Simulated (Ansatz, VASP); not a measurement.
**TiAl3 in VASP and in Ansatz**

```
Ti Al
1.0
     3.94834    0.00000    0.00000
     0.00000    3.94834    0.00000
     0.00000    0.00000    3.94834
Ti Al
1 3
Direct
  0.95441 0.00000 0.00000
  0.50000 0.50000 0.00000
  0.50000 0.00000 0.50000
  0.00000 0.50000 0.50000
```

Alike in both runs: task single point; functional PBEsol; k mesh 12 × 12 × 12; occupations gaussian, width 0.15 eV; no spin polarisation.

```csv
,VASP,Ansatz
version,VASP 6.6.1,Ansatz 0.2.0
potentials or method,"VASP PAW PBE potentials, release 64 (Ti_sv, Al), cutoff 520 eV","scalar-relativistic, plane waves, PAW"
valence electrons in the cell,21,21
```

Ansatz gave:

| Quantity | Value |
| --- | --- |
| gap on the k mesh at the Fermi level (eV) | none |
| pressure (GPa) | 1.1 |
| traceless stress, the component that is largest in VASP (GPa) | 0.27 |
| rms of the force components (eV/Å) | 0.572 |

Problem. Estimate VASP's values.

Solution. gap on the k mesh at the Fermi level (eV): none; pressure (GPa): 1.2; traceless stress, the component that is largest in VASP (GPa): 0.27; rms of the force components (eV/Å): 0.574.

VASP's potentials were made for PBE, not for PBEsol. Atom by atom the forces differ by 0.002 eV/Å (rms over components). A gap of «none» marks a metal or a gap that the smearing closes.
